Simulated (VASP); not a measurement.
# Ta (P6_3/mmc) in VASP: a series of runs

Ta is run at these levels: LDA; tasks: single point.

All numbers are computed with VASP 6.6.1; they aren't measurements. Logs are shortened: lines on timing, memory, paths and dates and some standing lists are left out, and cuts for length are marked.

## Step 1: The cell of the first run

Symmetry: P6_3/mmc, No. 194, hexagonal system. Conventional cell: a = 2.881 Å, b = 2.881 Å, c = 5.132 Å, α = 90.00°, β = 90.00°, γ = 120.00°. Within 3.8 Å of Ta (site symmetry -6m2) lie 12 Ta at 2.88 to 3.06 Å.

This isn't the form of Ta at room conditions, which is bcc.

## Step 2: Single point, LDA

INCAR

```
PREC = Accurate ; ENCUT = 520
EDIFF = 1E-6 ; ISMEAR = -1
SIGMA = 0.05 ; LREAL = False
LASPH = True ; NELM = 60
ALGO = Normal ; ISIF = 2
LWAVE = False ; LCHARG = True
LELF = True ; LVHAR = True
NBANDS = 18
```

KPOINTS

```
regular mesh
0
Gamma
  11 11 5
```

POSCAR

```
Ta
1.0
    2.8809059017      0.0000000000      0.0000000000
   -1.4404529508      2.4949376968      0.0000000000
    0.0000000000      0.0000000000      5.1315999754
Ta
2
Direct
    0.3333333333      0.6666666667      0.2500000000
    0.6666666667      0.3333333333      0.7500000000
```

Potentials or basis: VASP PAW LDA potentials, release 64 (Ta_pv).

On the command line:

```sh
cat potpaw_LDA.64/Ta_pv/POTCAR > POTCAR
mpirun -np 1 vasp_std > vasp.out
```

OUTCAR:

```text
PREC = Accurate
   ENCUT = 520
   EDIFF = 1E-6
   ISMEAR = -1
   LREAL = False
   LASPH = True
   NELM = 60
   ISIF = 2

 ion  position               nearest neighbor table
   1  0.333  0.667  0.250-   2 3.06   2 3.06   2 3.06   2 3.06   2 3.06   2 3.06
   2  0.667  0.333  0.750-   1 3.06   1 3.06   1 3.06   1 3.06   1 3.06   1 3.06

  LATTYP: Found a hexagonal cell.
 ALAT       =     2.8809059017
 C/A-ratio  =     1.7812452577

  Lattice vectors:

 A1 = (   2.8809059017,   0.0000000000,   0.0000000000)
 A2 = (  -1.4404529508,   2.4949376968,   0.0000000000)
 A3 = (   0.0000000000,   0.0000000000,   5.1315999754)

Analysis of symmetry for initial positions (statically):
=====================================================================
 Subroutine PRICEL returns:
 Original cell was already a primitive cell.

 Routine SETGRP: Setting up the symmetry group for a
 hexagonal supercell.

 Subroutine GETGRP returns: Found 24 space group operations
 (whereof 12 operations were pure point group operations)
 out of a pool of 24 trial point group operations.

The static configuration has the point symmetry D_3d.
 The point group associated with its full space group is D_6h.

Analysis of symmetry for dynamics (positions and initial velocities):
=====================================================================
 Subroutine PRICEL returns:
 Original cell was already a primitive cell.

 Routine SETGRP: Setting up the symmetry group for a
 hexagonal supercell.

 Subroutine GETGRP returns: Found 24 space group operations
 (whereof 12 operations were pure point group operations)
 out of a pool of 24 trial point group operations.

The dynamic configuration has the point symmetry D_3d.
 The point group associated with its full space group is D_6h.

 Subroutine INISYM returns: Found 24 space group operations
 (whereof 12 operations are pure point group operations),
 and found     1 'primitive' translations

----------------------------------------------------------------------------------------

                                     Primitive cell

  volume of cell :      36.8843

  direct lattice vectors                    reciprocal lattice vectors
     2.880905902  0.000000000  0.000000000     0.347113038  0.200405806  0.000000000
    -1.440452951  2.494937697  0.000000000     0.000000000  0.400811612  0.000000000
     0.000000000  0.000000000  5.131599975     0.000000000  0.000000000  0.194870996

[... 81 lines left out ...]
   ENCUT  =  520.0 eV  38.22 Ry    6.18 a.u.   5.36  5.36  9.54*2*pi/ulx,y,z
   NELM   =     60;   NELMIN=  2; NELMDL= -5     # of ELM steps
   EDIFF  = 0.1E-05   stopping-criterion for ELM
   LREAL  =      F    real-space projection
   EDIFFG = 0.1E-04   stopping-criterion for IOM
   NSW    =      0    number of steps for IOM
   IBRION =     -1    ionic relax: 0-MD 1-quasi-New 2-CG
   NFREE  =      0    steps in history (QN), initial steepest desc. (CG)
   ISIF   =      2    stress and relaxation
   ISYM   =      2    0-nonsym 1-usesym 2-fastsym
   POTIM  = 0.5000    time-step for ionic-motion
   TEBEG  =    0.0;   TEEND  =   0.0 temperature during run
   PSTRESS=    0.0 pullay stress
   NELECT =      22.0000    total number of electrons
   NUPDOWN=      -1.0000    fix difference up-down
   EMIN   =  10.00;   EMAX   =-10.00  energy-range for DOS
   EFERMI =   0.00;   METHOD = LEGACY
   ISMEAR =    -1;   SIGMA  =   0.05  broadening in eV -4-tet -1-fermi 0-gaus
   EFERMI_NEDOS =   21; number of points for ismear=-14 and -15
   IALGO  =     38    algorithm
   IMIX   =      4    mixing-type and parameters
     AMIX     =   0.40;   BMIX     =  1.00
     AMIX_MAG =   1.60;   BMIX_MAG =  1.00
  volume/ion in A,a.u.               =      18.44       124.45
  Fermi-wavevector in a.u.,A,eV,Ry     =   1.378061  2.604158 25.838184  1.899053
  Thomas-Fermi vector in A             =   2.503157
   LORBIT       =      0    0 simple, 1 ext, 2 COOP (PROOUT), +10 PAW based schemes
   GGA     = CA    functional components
   LHFCALC =     F    Hartree Fock is set to
   AEXX    =    0.0000 exact exchange contribution
   IVDW    =     0    specifies the selected vdW correction
   LEPSILON=     F    determine dielectric tensor
   LRPA    =     F    only Hartree local field effects (RPA)
 non-spin polarized calculation
  energy-cutoff  :      520.00
  volume of cell :       36.88
 maximum number of plane-waves:      1027
 NGX is ok and might be reduce to    24
   NGX = 11   NGY = 11   NGZ = 19

 number of electron      22.0000002 magnetization

 Free energy of the ion-electron system (eV)
  ---------------------------------------------------
  ext. energy  EPLUGINS =         0.00000000
  ---------------------------------------------------
  free energy    TOTEN  =       -25.03411309 eV

  energy without entropy =      -25.01702491  energy(sigma->0) =      -25.02556900

 E-fermi :   5.6443     XC(G=0): -12.6638

 val. band max:        5.6257677392   @ k =   0.3636   0.0000   0.0000
 cond. band min:       5.6444567874   @ k =   0.1818   0.1818   0.0000
 fundamental gap:      0.0186890481
 Fermi energy:         5.6443203603

 k-point     1 :       0.0000    0.0000    0.0000
  band No.  band energies     occupation
      1     -28.7644      2.00000
      2     -27.8782      2.00000
      3     -27.7600      2.00000
      4     -27.7600      2.00000
      5     -27.6710      2.00000
      6     -27.6710      2.00000
[... 481 lines left out ...]
      5     -27.8888      2.00000
      6     -27.8130      2.00000
[... 10 lines left out ...]
     17      10.7011      0.00000
     18      12.4392      0.00000

 [... further k-points ...]

------------------------ aborting loop because EDIFF is reached ----------------------------------------

  FORCE on cell =-STRESS in cart. coord.  units (eV):
  Direction    XX          YY          ZZ          XY          YZ          ZX
  --------------------------------------------------------------------------------------
  -------------------------------------------------------------------------------------
  Total       -2.0005621     -2.0005621     -1.3936461     -0.0000000      0.0000000     -0.0000000
  in kB      -86.9002563    -86.9002563    -60.5370844     -0.0000000      0.0000000     -0.0000000
  external PRESSURE =     -78.1125324 kB  Pullay stress =       0.0000000 kB

 VOLUME and BASIS-vectors are now :
 -----------------------------------------------------------------------------
  energy-cutoff  :      520.00
  volume of cell :       36.88
      direct lattice vectors                 reciprocal lattice vectors
     2.880905902  0.000000000  0.000000000     0.347113038  0.200405806  0.000000000
    -1.440452951  2.494937697  0.000000000     0.000000000  0.400811612  0.000000000
     0.000000000  0.000000000  5.131599975     0.000000000  0.000000000  0.194870996

 POSITION                                       TOTAL-FORCE (eV/Angst)
 -----------------------------------------------------------------------------------
     -0.00000      1.66329      1.28290        -0.000000      0.000000      0.000000
      1.44045      0.83165      3.84870         0.000000     -0.000000      0.000000
 -----------------------------------------------------------------------------------
    total drift:                               -0.000000      0.000000     -0.000000

  FREE ENERGIE OF THE ION-ELECTRON SYSTEM (eV)
  ---------------------------------------------------
  free  energy   TOTEN  =       -25.0341130930 eV

  energy  without entropy=      -25.0170249056  energy(sigma->0) =      -25.02556900
```

OSZICAR:

```text
N       E                     dE             d eps       ncg     rms          rms(c)
DAV:   1     0.164193093506E+03    0.16419E+03   -0.12788E+04  1736   0.125E+03
DAV:   2    -0.218563880497E+02   -0.18605E+03   -0.18312E+03  2102   0.348E+02
DAV:   3    -0.259912590420E+02   -0.41349E+01   -0.40767E+01  2130   0.487E+01
DAV:   4    -0.260217558920E+02   -0.30497E-01   -0.30458E-01  1946   0.428E+00
DAV:   5    -0.260219956689E+02   -0.23978E-03   -0.23970E-03  1944   0.365E-01    0.181E+01
DAV:   6    -0.252712424992E+02    0.75075E+00   -0.78020E-01  1922   0.741E+00    0.860E+00
DAV:   7    -0.250386430381E+02    0.23260E+00   -0.61858E-01  1980   0.621E+00    0.454E-01
DAV:   8    -0.250341405856E+02    0.45025E-02   -0.79821E-03  1954   0.842E-01    0.920E-02
DAV:   9    -0.250341161434E+02    0.24442E-04   -0.16254E-04  2078   0.941E-02    0.499E-02
DAV:  10    -0.250341136721E+02    0.24713E-05   -0.21490E-05  2120   0.320E-02    0.495E-03
DAV:  11    -0.250341130930E+02    0.57908E-06   -0.20870E-06  1382   0.976E-03
   1 F= -.25034113E+02 E0= -.25025569E+02  d E =-.170882E-01
```

stdout:

```text
POSCAR found type information on POSCAR Ta
 POSCAR found :  1 types and       2 ions
 scaLAPACK will be used
 LDA part: xc-table for (Slater(with rela. corr.)+CA(PZ))
 , standard interpolation
 POSCAR, INCAR and KPOINTS ok, starting setup
 FFT: planning ... GRIDC
 FFT: planning ... GRID_SOFT
 FFT: planning ... GRID
 WAVECAR not read
 entering main loop
```

Wall time 32 s (1 thread of Intel Xeon 8259CL, shared host); peak memory 0.16 GiB.

What came out:

```yaml
Free_energy: -25.0341 eV
Pressure: -7.8 GPa
Band_gap_on_the_k_mesh: zero (bands 11 and 12 overlap by 1.60 eV)
```

Stress tensor (GPa, compression positive):
```
-8.69  0.00  0.00
 0.00 -8.69  0.00
 0.00  0.00 -6.05
```

Caveat: the cell stands under tension; spin-orbit coupling is left out, which moves the levels of the heavy elements.

## Step 3: Single point, LDA

This run uses another cell than the first one, of 18.82 Å³/atom.

INCAR

```
SYSTEM = Ta
PREC = Accurate
ENCUT = 520
EDIFF = 1E-7
ISMEAR = -1
SIGMA = 0.05
LREAL = .False.
LASPH = .True.
NELM = 100
ALGO = Normal
ISIF = 2
LWAVE = .False.
LCHARG = .True.
LELF = .True.
LVHAR = .True.
NBANDS = 18
```

KPOINTS

```
regular mesh
0
Gamma
  11 11 5
  0 0 0
```

POSCAR

```
Ta
1.0
    2.9003720726      0.0000000000      0.0000000000
   -1.4501860363      2.5117958953      0.0000000000
    0.0000000000      0.0000000000      5.1662740000
Ta
2
Direct
    0.3333333333      0.6666666667      0.2500000000
    0.6666666667      0.3333333333      0.7500000000
```

Potentials or basis: VASP PAW LDA potentials, release 64 (Ta_pv).

On the command line:

```sh
cat potpaw_LDA.64/Ta_pv/POTCAR > POTCAR
mpirun -np 1 vasp_std > vasp.out
```

OUTCAR:

```text
SYSTEM = Ta
   PREC = Accurate
   ENCUT = 520
   EDIFF = 1E-7
   ISMEAR = -1
   LREAL = .False.
   LASPH = .True.
   NELM = 100
   ISIF = 2

 ion  position               nearest neighbor table
   1  0.333  0.667  0.250-   2 3.08   2 3.08   2 3.08   2 3.08   2 3.08   2 3.08
   2  0.667  0.333  0.750-   1 3.08   1 3.08   1 3.08   1 3.08   1 3.08   1 3.08

  LATTYP: Found a hexagonal cell.
 ALAT       =     2.9003720726
 C/A-ratio  =     1.7812452577

  Lattice vectors:

 A1 = (   2.9003720726,   0.0000000000,   0.0000000000)
 A2 = (  -1.4501860363,   2.5117958953,   0.0000000000)
 A3 = (   0.0000000000,   0.0000000000,   5.1662740000)

Analysis of symmetry for initial positions (statically):
=====================================================================
 Subroutine PRICEL returns:
 Original cell was already a primitive cell.

 Routine SETGRP: Setting up the symmetry group for a
 hexagonal supercell.

 Subroutine GETGRP returns: Found 24 space group operations
 (whereof 12 operations were pure point group operations)
 out of a pool of 24 trial point group operations.

The static configuration has the point symmetry D_3d.
 The point group associated with its full space group is D_6h.

Analysis of symmetry for dynamics (positions and initial velocities):
=====================================================================
 Subroutine PRICEL returns:
 Original cell was already a primitive cell.

 Routine SETGRP: Setting up the symmetry group for a
 hexagonal supercell.

 Subroutine GETGRP returns: Found 24 space group operations
 (whereof 12 operations were pure point group operations)
 out of a pool of 24 trial point group operations.

The dynamic configuration has the point symmetry D_3d.
 The point group associated with its full space group is D_6h.

 Subroutine INISYM returns: Found 24 space group operations
 (whereof 12 operations are pure point group operations),
 and found     1 'primitive' translations

----------------------------------------------------------------------------------------
[... 112 lines left out ...]
     AMIX     =   0.40;   BMIX     =  1.00
     AMIX_MAG =   1.60;   BMIX_MAG =  1.00
  volume/ion in A,a.u.               =      18.82       126.99
  Fermi-wavevector in a.u.,A,eV,Ry     =   1.368812  2.586680 25.492516  1.873647
  Thomas-Fermi vector in A             =   2.494743
   LORBIT       =      0    0 simple, 1 ext, 2 COOP (PROOUT), +10 PAW based schemes
   GGA     = CA    functional components
   LHFCALC =     F    Hartree Fock is set to
   AEXX    =    0.0000 exact exchange contribution
   IVDW    =     0    specifies the selected vdW correction
   LEPSILON=     F    determine dielectric tensor
   LRPA    =     F    only Hartree local field effects (RPA)
 non-spin polarized calculation
  energy-cutoff  :      520.00
  volume of cell :       37.64
 maximum number of plane-waves:      1039
 NGX is ok and might be reduce to    24
   NGX = 11   NGY = 11   NGZ = 19

 number of electron      22.0000003 magnetization

 Free energy of the ion-electron system (eV)
  ---------------------------------------------------
  ext. energy  EPLUGINS =         0.00000000
  ---------------------------------------------------
  free energy    TOTEN  =       -24.98926573 eV

  energy without entropy =      -24.97124337  energy(sigma->0) =      -24.98025455

 E-fermi :   5.4763     XC(G=0): -12.5621

 val. band max:        5.4638054390   @ k =   0.3636  -0.0000   0.0000
 cond. band min:       5.4895378253   @ k =   0.0000   0.0000   0.0000
 fundamental gap:      0.0257323863
 Fermi energy:         5.4762898986

 k-point     1 :       0.0000    0.0000    0.0000
  band No.  band energies     occupation
      1     -28.9393      2.00000
      2     -28.1135      2.00000
      3     -27.9973      2.00000
      4     -27.9973      2.00000
      5     -27.9139      2.00000
      6     -27.9139      2.00000
[... 481 lines left out ...]
      5     -28.1186      2.00000
      6     -28.0470      2.00000
[... 10 lines left out ...]
     17      10.4091      0.00000
     18      12.0881      0.00000

 [... further k-points ...]

------------------------ aborting loop because EDIFF is reached ----------------------------------------

  FORCE on cell =-STRESS in cart. coord.  units (eV):
  Direction    XX          YY          ZZ          XY          YZ          ZX
  --------------------------------------------------------------------------------------
  -------------------------------------------------------------------------------------
  Total       -2.9000661     -2.9000661     -2.1834145      0.0000000      0.0000000     -0.0000000
  in kB     -123.4533799   -123.4533799    -92.9461205      0.0000000      0.0000000     -0.0000000
  external PRESSURE =    -113.2842934 kB  Pullay stress =       0.0000000 kB

 VOLUME and BASIS-vectors are now :
 -----------------------------------------------------------------------------
  energy-cutoff  :      520.00
  volume of cell :       37.64
      direct lattice vectors                 reciprocal lattice vectors
     2.900372073  0.000000000  0.000000000     0.344783350  0.199060760  0.000000000
    -1.450186036  2.511795895  0.000000000     0.000000000  0.398121520  0.000000000
     0.000000000  0.000000000  5.166274000     0.000000000  0.000000000  0.193563098

 POSITION                                       TOTAL-FORCE (eV/Angst)
 -----------------------------------------------------------------------------------
     -0.00000      1.67453      1.29157         0.000000      0.000000      0.000000
      1.45019      0.83727      3.87471        -0.000000     -0.000000      0.000000
 -----------------------------------------------------------------------------------
    total drift:                               -0.000000      0.000000     -0.000000

  FREE ENERGIE OF THE ION-ELECTRON SYSTEM (eV)
  ---------------------------------------------------
  free  energy   TOTEN  =       -24.9892657316 eV

  energy  without entropy=      -24.9712433705  energy(sigma->0) =      -24.98025455
```

Run time: 40 s. Hardware: 1 thread of Intel Xeon 8259CL, shared host; peak memory 0.16 GiB.

What came out:

| Quantity | Value |
| --- | --- |
| Free energy | -24.9893 eV |
| Pressure | -11.3 GPa |
| Band gap on the k mesh | zero (bands 11 and 12 overlap by 1.53 eV) |

Levels at points of the mesh, in eV from the Fermi level:
| k point | band 9 | band 10 | band 11 | band 12 | band 13 | band 14 |
| --- | --- | --- | --- | --- | --- | --- |
| (0.00, 0.00, 0.00) | -0.61 | 0.01 | 0.54 | 0.54 | 1.09 | 1.09 |

Caveat: the cell stands under tension; spin-orbit coupling is left out, which moves the levels of the heavy elements.

(Continued in part 2 of 2.)
